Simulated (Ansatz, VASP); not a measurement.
# SiC in VASP and in Ansatz

File INCAR:

```
ALGO = Normal
EDIFF = 1E-6
ENCUT = 520
GGA = PE
ISIF = 2
ISMEAR = 0
LASPH = T
LCHARG = F
LREAL = F
LWAVE = F
NBANDS = 26
NELM = 80
PREC = Accurate
SIGMA = 0.05
```

Contents of KPOINTS:

```
k-points
0
Gamma
  10 10 3
```

POSCAR

```
SiC
1.0
   -3.0941201809      0.0000000000      0.0000000000
   -1.5470600905     -2.6795866790      0.0000000000
   -0.3866103166     -0.2232095704     10.1293391998
Si C
4 4
Direct
    0.6171827858      0.6171827858      0.5940441877
    0.3254994525      0.3254994525      0.0940441877
    0.9713365069      0.9713365069      0.3440995566
    0.9296865069      0.9296865069      0.8440995566
    0.6328462464      0.6328462464      0.4060074460
    0.2578629131      0.2578629131      0.9060074460
   -0.0130487625     -0.0130487625      0.1566478097
   -0.0546987625     -0.0546987625      0.6566478097
```

Input for Ansatz:

```yaml
crystal:
  lattice:
    - [-3.0941201809, 0.0, 0.0]
    - [-1.5470600905, -2.679586679, 0.0]
    - [-0.3866103166, -0.2232095704, 10.1293391998]
  atoms:
    - { symbol: Si, position: [0.6171827858, 0.6171827858, 0.5940441877] }
    - { symbol: Si, position: [0.3254994525, 0.3254994525, 0.0940441877] }
    - { symbol: Si, position: [0.9713365069, 0.9713365069, 0.3440995566] }
    - { symbol: Si, position: [0.9296865069, 0.9296865069, 0.8440995566] }
    - { symbol: C, position: [0.6328462464, 0.6328462464, 0.406007446] }
    - { symbol: C, position: [0.2578629131, 0.2578629131, 0.906007446] }
    - { symbol: C, position: [-0.0130487625, -0.0130487625, 0.1566478097] }
    - { symbol: C, position: [-0.0546987625, -0.0546987625, 0.6566478097] }
basis:
  ecutwfc: 420
kpoints:
  mp_grid: { grid: [10, 10, 3] }
hamiltonian:
  xc: pbe
scf:
  occupations: { method: gaussian, width: 0.05 }
output:
  forces: true
  stress: true
  eigenvalues: true
```

Alike in both runs: task single point; functional PBE; k mesh 10 × 10 × 3; occupations gaussian, width 0.05 eV; no spin polarisation.

```csv
,VASP,Ansatz
version,VASP 6.6.1,Ansatz 0.2.0
potentials or method,"VASP PAW PBE potentials, release 64 (Si, C), cutoff 520 eV","scalar-relativistic, plane waves, PAW"
valence electrons in the cell,32,32
```

VASP gave:

| Item | Value |
| --- | --- |
| gap on the k mesh at the Fermi level (eV) | 1.76 |
| least direct gap on the mesh (eV) | 3.02 |
| pressure (GPa) | -0.4 |
| traceless stress, the component that is largest in VASP (GPa) | 5.71 |
| rms of the force components (eV/Å) | 0.342 |

Question: Which values does Ansatz return?

Answer: gap on the k mesh at the Fermi level (eV): 1.76; least direct gap on the mesh (eV): 3.02; pressure (GPa): -0.4; traceless stress, the component that is largest in VASP (GPa): 5.69; rms of the force components (eV/Å): 0.342.

Atom by atom the forces differ by 0.001 eV/Å (rms over components).
